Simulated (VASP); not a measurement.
Runs of VASP 6.6.1 on TaN. Symmetry: Fm-3m, No. 225, cubic system. The conventional cell has a = 4.358 Å, b = 4.358 Å, c = 4.358 Å, α = 90.00°, β = 90.00°, γ = 90.00°. Ta (site symmetry m-3m) has 6 N at 2.18 Å within 2.9 Å. N (site symmetry m-3m) has 6 Ta at 2.18 Å within 2.9 Å. 

```csv
potentials or basis,cutoff (eV),smearing,second run,gap on the mesh (eV),pressure (GPa)
"VASP PAW PBE potentials, release 64 (Ta_sv_GW, N)",600,gaussian 0.3 eV,valence_matched,none,(a)
"VASP PAW PBE potentials, release 64 (Ta_pv, N)",520,gaussian 0.05 eV,-,none,5.4
"VASP PAW PBE potentials, release 64 (Ta_pv, N)",520,gaussian 0.1 eV,-,none,5.4
"VASP PAW PBE potentials, release 64 (Ta_pv, N)",520,gaussian 0.2 eV,-,none,5.5
"VASP PAW PBE potentials, release 64 (Ta_sv_GW, N)",600,gaussian 0.05 eV,valence_matched,none,4.5
"VASP PAW PBE potentials, release 64 (Ta_sv_GW, N)",600,gaussian 0.1 eV,valence_matched,none,4.5
"VASP PAW PBE potentials, release 64 (Ta_pv, N)",520,gaussian 0.3 eV,-,none,5.6
"VASP PAW PBE potentials, release 64 (Ta_sv_GW, N)",600,gaussian 0.2 eV,valence_matched,none,4.5
```

Alike in all rows: task single point; level PBEsol; no spin polarisation; cell as given; k mesh 13 × 13 × 13.

Q: Fill in the values left out.

A: (a) 4.6.

Caveats: the PAW data sets were made with another functional, which shifts forces and pressure a little; spin-orbit coupling is left out, which moves the levels of the heavy elements.

A k mesh can miss the band edges, and the runs leave out spin-orbit coupling on Ta.

A gap of «none» marks levels without a gap at the run's occupations.

The runs don't all hold the same shells in valence.
